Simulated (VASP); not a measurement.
Runs of VASP 6.6.1 on TePb. The structure is that of space group Fm-3m (No. 225), or close to it. The cells are those of the table. 

```tsv
task	cell	gap on the mesh (eV)	pressure (GPa)
electric field gradients	a = 4.548 Å, angles 60.0°, 2 atoms	0.64	0.2
electric field gradients	a = 4.594 Å, angles 60.0°, 2 atoms	0.70	-1.1
single point	a = 4.594 Å, angles 60.0°, 2 atoms	0.70	-1.1
electric field gradients	a = 4.471 Å, angles 60.0°, 2 atoms	(a)	2.9
single point	a = 4.548 Å, angles 60.0°, 2 atoms	0.64	0.2
single point	a = 4.564 Å, angles 60.0°, 2 atoms	0.66	-0.3
single point	a = 4.653 Å, angles 60.0°, 2 atoms	0.78	-2.5
electric field gradients	a = 4.533 Å, angles 60.0°, 2 atoms	(b)	0.7
electric field gradients	a = 4.564 Å, angles 60.0°, 2 atoms	0.66	-0.3
electric field gradients	a = 4.624 Å, angles 60.0°, 2 atoms	0.74	-1.8
electric field gradients	a = 4.653 Å, angles 60.0°, 2 atoms	0.78	-2.5
```

Alike in all rows: level PBEsol; potentials or basis VASP PAW PBE potentials, release 64 (Te, Pb_d); no spin polarisation; k mesh 10 × 10 × 10; cutoff (eV) 520; smearing fermi-dirac 0.03 eV.

**Question.** Estimate the missing entries.

**Answer.** (a) 0.52; (b) 0.62.

Caveats: the PAW data sets were made with another functional, which shifts forces and pressure a little; spin-orbit coupling is left out, which moves the levels of the heavy elements.

A k mesh can miss the band edges, and the runs leave out spin-orbit coupling on Pb, Te.
